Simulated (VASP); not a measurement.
# WSe2 in VASP: single point with LDA

Aim: the single point of WSe2 with LDA.

Program: VASP 6.6.1. These are calculated values, not measurements. Logs are shortened: lines on timing, memory, paths and dates and some standing lists are left out, and cuts for length are marked.

## Step 1: The cell of the first run

The cell holds a slab with vacuum, 3 atoms: a = 3.318 Å, b = 3.318 Å, c = 16.658 Å, α = 90.00°, β = 90.00°, γ = 120.00°.

## Step 2: Single point, LDA (mode 4 (168.4 1/cm) frozen in, largest displacement -0.150 Å)

INCAR reads:

```
SYSTEM = WSe2
ALGO = Normal
EDIFF = 1E-7
ENCUT = 520
GGA = CA
ISIF = 2
ISMEAR = 0
LASPH = .TRUE.
LCHARG = .TRUE.
LELF = .TRUE.
LREAL = .FALSE.
LVHAR = .TRUE.
LWAVE = .FALSE.
NBANDS = 20
NELM = 80
PREC = Accurate
SIGMA = 0.05
```

KPOINTS reads:

```
k-points
0
G
  12 12 2
  0 0 0
```

POSCAR reads:

```
WSe2
1.0
    3.3179375931      0.0000000000      0.0000000000
   -1.6589687966      2.8734182438      0.0000000000
    0.0000000000      0.0000000000     16.6581424200
W Se
1 2
Direct
    0.0000000000      0.0000000000      0.0000000000
    0.2829094613      0.6297538304      0.0997865200
    0.3837572054      0.7035795029      0.9002134800
```

Potentials or basis: VASP PAW LDA potentials, release 64 (W_sv, Se).

Launch:

```bash
$ cat potpaw_LDA.64/W_sv/POTCAR potpaw_LDA.64/Se/POTCAR > POTCAR
$ mpirun -np 1 vasp_std > vasp.out
```

OUTCAR:

```text
SYSTEM = WSe2
   EDIFF = 1E-7
   ENCUT = 520
   GGA = CA
   ISIF = 2
   ISMEAR = 0
   LASPH = .TRUE.
   LREAL = .FALSE.
   NELM = 80
   PREC = Accurate

 ion  position               nearest neighbor table
   1  0.000  0.000  0.000-   3 2.43   2 2.46   2 2.51   3 2.57   3 2.62   2 2.65
   2  0.283  0.630  0.100-   1 2.46   1 2.51   1 2.65
   3  0.384  0.704  0.900-   1 2.43   1 2.57   1 2.62

  LATTYP: Found a hexagonal cell.
 ALAT       =     3.3179375931
 C/A-ratio  =     5.0206316281

  Lattice vectors:

 A1 = (   3.3179375931,   0.0000000000,   0.0000000000)
 A2 = (  -1.6589687966,   2.8734182438,   0.0000000000)
 A3 = (   0.0000000000,   0.0000000000,  16.6581424200)

Analysis of symmetry for initial positions (statically):
=====================================================================
 Subroutine PRICEL returns:
 Original cell was already a primitive cell.

 Routine SETGRP: Setting up the symmetry group for a
 hexagonal supercell.

 Subroutine GETGRP returns: Found  1 space group operations
 (whereof  1 operations were pure point group operations)
 out of a pool of 24 trial point group operations.

The static configuration has the point symmetry C_1 .

Analysis of symmetry for dynamics (positions and initial velocities):
=====================================================================
 Subroutine PRICEL returns:
 Original cell was already a primitive cell.

 Routine SETGRP: Setting up the symmetry group for a
 hexagonal supercell.

 Subroutine GETGRP returns: Found  1 space group operations
 (whereof  1 operations were pure point group operations)
 out of a pool of 24 trial point group operations.

The dynamic configuration has the point symmetry C_1 .

 Subroutine INISYM returns: Found  1 space group operations
 (whereof  1 operations are pure point group operations),
 and found     1 'primitive' translations

----------------------------------------------------------------------------------------

                                     Primitive cell

  volume of cell :     158.8158

  direct lattice vectors                    reciprocal lattice vectors
     3.317937593  0.000000000  0.000000000     0.301392046  0.174008779  0.000000000
    -1.658968797  2.873418244  0.000000000     0.000000000  0.348017558  0.000000000
     0.000000000  0.000000000 16.658142420     0.000000000  0.000000000  0.060030703

  length of vectors
     3.317937593  3.317937593 16.658142420     0.348017558  0.348017558  0.060030703

  position of ions in fractional coordinates (direct lattice)
     0.000000000  0.000000000  0.000000000
     0.282909461  0.629753830  0.099786520
     0.383757205  0.703579503  0.900213480

  ion indices of the primitive-cell ions
   primitive index   ion index
                 1           1
                 2           2
                 3           3

----------------------------------------------------------------------------------------

 KPOINTS: k-points

Automatic generation of k-mesh.
 Grid dimensions read from file:
 generate k-points for:   12   12    2

 Generating k-lattice:

  Cartesian coordinates                     Fractional coordinates (reciprocal lattice)
     0.025116004  0.014500732  0.000000000     0.083333333  0.000000000  0.000000000
     0.000000000  0.029001463  0.000000000     0.000000000  0.083333333  0.000000000
     0.000000000  0.000000000  0.030015351     0.000000000  0.000000000  0.500000000

  Length of vectors
     0.029001463  0.029001463  0.030015351

  Shift w.r.t. Gamma in fractional coordinates (k-lattice)
     0.000000000  0.000000000  0.000000000

 Subroutine IBZKPT returns following result:
 ===========================================

 Found    148 irreducible k-points:

 Following reciprocal coordinates:
            Coordinates               Weight
  0.000000  0.000000  0.000000      1.000000
  0.083333  0.000000  0.000000      2.000000
  0.000000  0.083333  0.000000      2.000000
 -0.083333  0.083333  0.000000      2.000000
  0.166667  0.000000  0.000000      2.000000
  0.000000  0.166667  0.000000      2.000000
[... 16 lines left out ...]
  0.166667  0.083333  0.000000      2.000000
 -0.083333  0.250000  0.000000      2.000000
 [... further k-points ...]
   k-points           NKPTS =    148   k-points in BZ     NKDIM =    148   number of bands    NBANDS=     20
   number of dos      NEDOS =    301   number of ions     NIONS =      3
   total plane-waves  NPLWV =  98784
   dimension x,y,z NGX =    28 NGY =   28 NGZ =  126
   dimension x,y,z NGXF=    56 NGYF=   56 NGZF=  252
   ions per type =               1   2
   NGX,Y,Z   is equivalent  to a cutoff of  14.03, 14.03, 12.57 a.u.
   NGXF,Y,Z  is equivalent  to a cutoff of  28.06, 28.06, 25.15 a.u.
 SYSTEM =  WSe2
   PREC   = accura    normal or accurate (medium, high low for compatibility)
   ISTART =      0    job   : 0-new  1-cont  2-samecut
   ICHARG =      2    charge: 1-file 2-atom 10-const
   ISPIN  =      1    spin polarized calculation?
   LNONCOLLINEAR =      F non collinear calculations
   LSORBIT =      F    spin-orbit coupling
   LASPH  =      T    aspherical Exc in radial PAW
   ENCUT  =  520.0 eV  38.22 Ry    6.18 a.u.   6.17  6.17 30.97*2*pi/ulx,y,z
   NELM   =     80;   NELMIN=  2; NELMDL= -5     # of ELM steps
   EDIFF  = 0.1E-06   stopping-criterion for ELM
   LREAL  =      F    real-space projection
   EDIFFG = 0.1E-05   stopping-criterion for IOM
   NSW    =      0    number of steps for IOM
   IBRION =     -1    ionic relax: 0-MD 1-quasi-New 2-CG
   NFREE  =      0    steps in history (QN), initial steepest desc. (CG)
   ISIF   =      2    stress and relaxation
   ISYM   =      2    0-nonsym 1-usesym 2-fastsym
   POTIM  = 0.5000    time-step for ionic-motion
   TEBEG  =    0.0;   TEEND  =   0.0 temperature during run
   PSTRESS=    0.0 pullay stress
   NELECT =      26.0000    total number of electrons
   NUPDOWN=      -1.0000    fix difference up-down
   EMIN   =  10.00;   EMAX   =-10.00  energy-range for DOS
   EFERMI =   0.00;   METHOD = LEGACY
   ISMEAR =     0;   SIGMA  =   0.05  broadening in eV -4-tet -1-fermi 0-gaus
   EFERMI_NEDOS =   21; number of points for ismear=-14 and -15
   IALGO  =     38    algorithm
   IMIX   =      4    mixing-type and parameters
     AMIX     =   0.40;   BMIX     =  1.00
     AMIX_MAG =   1.60;   BMIX_MAG =  1.00
  volume/ion in A,a.u.               =      52.94       357.25
  Fermi-wavevector in a.u.,A,eV,Ry     =   0.895574  1.692389 10.912587  0.802053
  Thomas-Fermi vector in A             =   2.017923
   LORBIT       =      0    0 simple, 1 ext, 2 COOP (PROOUT), +10 PAW based schemes
   GGA     = CA    functional components
   LHFCALC =     F    Hartree Fock is set to
   AEXX    =    0.0000 exact exchange contribution
   IVDW    =     0    specifies the selected vdW correction
   LEPSILON=     F    determine dielectric tensor
   LRPA    =     F    only Hartree local field effects (RPA)
 non-spin polarized calculation
 Gauss-broadening in eV      SIGMA  =   0.05
  energy-cutoff  :      520.00
  volume of cell :      158.82
 maximum number of plane-waves:      4302
 NGX is ok and might be reduce to    28
   NGX = 13   NGY = 13   NGZ = 61

 number of electron      25.9999998 magnetization

 Free energy of the ion-electron system (eV)
  ---------------------------------------------------
  ext. energy  EPLUGINS =         0.00000000
  ---------------------------------------------------
  free energy    TOTEN  =       -23.89660226 eV

  energy without entropy =      -23.89660226  energy(sigma->0) =      -23.89660226

 E-fermi :  -0.6762     XC(G=0):  -4.8645

 val. band max:       -1.0510108583   @ k =   0.3333   0.3333   0.0000
 cond. band min:       0.4278618358   @ k =   0.3333   0.3333   0.5000
 fundamental gap:      1.4788726941
 Fermi energy:        -0.6762012557

 k-point     1 :       0.0000    0.0000    0.0000
  band No.  band energies     occupation
      1     -74.6547      2.00000
      2     -39.1541      2.00000
      3     -39.0419      2.00000
      4     -39.0356      2.00000
      5     -15.7884      2.00000
      6     -14.5036      2.00000
[... 12 lines left out ...]
     19       4.1071      0.00000
     20       4.3353      0.00000

 k-point     2 :       0.0833    0.0000    0.0000
  band No.  band energies     occupation
      1     -74.6541      2.00000
      2     -39.1513      2.00000
      3     -39.0565      2.00000
      4     -39.0394      2.00000
      5     -15.6872      2.00000
      6     -14.4546      2.00000
[... 12 lines left out ...]
     19       4.2459      0.00000
     20       4.6385      0.00000

 k-point     3 :       0.0000    0.0833    0.0000
  band No.  band energies     occupation
      1     -74.6541      2.00000
      2     -39.1513      2.00000
      3     -39.0543      2.00000
      4     -39.0415      2.00000
      5     -15.6871      2.00000
      6     -14.4547      2.00000
[... 12 lines left out ...]
     19       4.2474      0.00000
     20       4.6470      0.00000

 k-point     4 :      -0.0833    0.0833    0.0000
  band No.  band energies     occupation
      1     -74.6541      2.00000
      2     -39.1513      2.00000
      3     -39.0513      2.00000
      4     -39.0446      2.00000
      5     -15.6870      2.00000
      6     -14.4548      2.00000
[... 12 lines left out ...]
     19       4.2490      0.00000
     20       4.6551      0.00000

 k-point     5 :       0.1667    0.0000    0.0000
  band No.  band energies     occupation
      1     -74.6524      2.00000
      2     -39.1437      2.00000
      3     -39.0964      2.00000
      4     -39.0489      2.00000
      5     -15.3974      2.00000
      6     -14.3149      2.00000
[... 12 lines left out ...]
     19       4.6246      0.00000
     20       5.3062      0.00000
[... 353 lines left out ...]
      6     -14.3607      2.00000
[... 12 lines left out ...]
     19       4.5085      0.00000
     20       5.1878      0.00000

 k-point    22 :      -0.1667    0.0833    0.0000
  band No.  band energies     occupation
      1     -74.6529      2.00000
      2     -39.1460      2.00000
      3     -39.0807      2.00000
      4     -39.0491      2.00000
      5     -15.4912      2.00000
      6     -14.3604      2.00000
[... 12 lines left out ...]
     19       4.5076      0.00000
     20       5.1746      0.00000

 k-point    23 :       0.1667    0.0833    0.0000
  band No.  band energies     occupation
      1     -74.6509      2.00000
      2     -39.1376      2.00000
      3     -39.1280      2.00000
      4     -39.0594      2.00000
      5     -15.1283      2.00000
      6     -14.1859      2.00000
[... 12 lines left out ...]
     19       4.9817      0.00000
     20       5.7653      0.00000

 k-point    24 :      -0.0833    0.2500    0.0000
  band No.  band energies     occupation
      1     -74.6509      2.00000
      2     -39.1370      2.00000
      3     -39.1239      2.00000
      4     -39.0643      2.00000
      5     -15.1270      2.00000
      6     -14.1870      2.00000
[... 12 lines left out ...]
     19       4.9816      0.00000
     20       5.7957      0.00000

 [... further k-points ...]
[... 5 lines left out ...]
  --------------------------------------------------------------------------------------
  -------------------------------------------------------------------------------------
  Total       -1.9035049     -1.9065899     -0.2984206      0.0222180      2.9230529      2.9232679
  in kB      -19.2030828    -19.2342048     -3.0105493      0.2241416     29.4885644     29.4907333
  external PRESSURE =     -13.8159456 kB  Pullay stress =       0.0000000 kB

 VOLUME and BASIS-vectors are now :
 -----------------------------------------------------------------------------
  energy-cutoff  :      520.00
  volume of cell :      158.82
      direct lattice vectors                 reciprocal lattice vectors
     3.317937593  0.000000000  0.000000000     0.301392046  0.174008779  0.000000000
    -1.658968797  2.873418244  0.000000000     0.000000000  0.348017558  0.000000000
     0.000000000  0.000000000 16.658142420     0.000000000  0.000000000  0.060030703

 POSITION                                       TOTAL-FORCE (eV/Angst)
 -----------------------------------------------------------------------------------
      0.00000      0.00000      0.00000         0.300027      0.000190      0.036408
     -0.10607      1.80955      1.66226         0.729411      0.879197     -0.104417
      0.10607      2.02168     14.99588        -1.029437     -0.879387      0.068008
 -----------------------------------------------------------------------------------
    total drift:                                0.000049     -0.000082      0.000001

  FREE ENERGIE OF THE ION-ELECTRON SYSTEM (eV)
  ---------------------------------------------------
  free  energy   TOTEN  =       -23.8966022625 eV

  energy  without entropy=      -23.8966022625  energy(sigma->0) =      -23.89660226
```

It took 20 min on 1 thread of Oxide Virtual Turin-like, shared host; peak memory 0.54 GiB.

What came out:

```
Free energy            : -23.8966 eV
Largest force          : 1.356 eV/Å
Band gap on the k mesh : 1.48 eV, direct
```

Forces in eV/Å, atoms in the order of the input:
```
W    0.300  0.000  0.036
Se   0.729  0.879 -0.104
Se  -1.029 -0.879  0.068
```

Levels at points of the mesh, in eV from the valence-band top:
```
           k point  band 10  band 11  band 12  band 13  band 14  band 15  band 16  band 17
(0.00, 0.00, 0.00)    -1.88    -1.38    -1.30    -0.22     2.64     2.72     3.23     3.29
(0.50, 0.00, 0.00)    -3.07    -2.16    -0.93    -0.84     2.27     2.67     3.53     4.33
(0.00, 0.50, 0.00)    -3.04    -2.13    -0.92    -0.87     2.27     2.67     3.58     4.09
(0.50, 0.50, 0.00)    -3.02    -2.11    -0.90    -0.90     2.27     2.66     3.65     3.92
(0.00, 0.00, 0.50)    -1.88    -1.38    -1.30    -0.22     2.64     2.72     3.23     3.29
(0.50, 0.00, 0.50)    -3.07    -2.16    -0.93    -0.84     2.27     2.67     3.53     4.33
(0.00, 0.50, 0.50)    -3.04    -2.13    -0.92    -0.87     2.27     2.67     3.58     4.09
(0.50, 0.50, 0.50)    -3.02    -2.11    -0.90    -0.90     2.27     2.66     3.65     3.92
```

Caveat: the cell differs from its parent crystal (mode 4 (168.4 1/cm) frozen in, largest displacement -0.150 Å); spin-orbit coupling is left out, which moves the levels of the heavy elements.
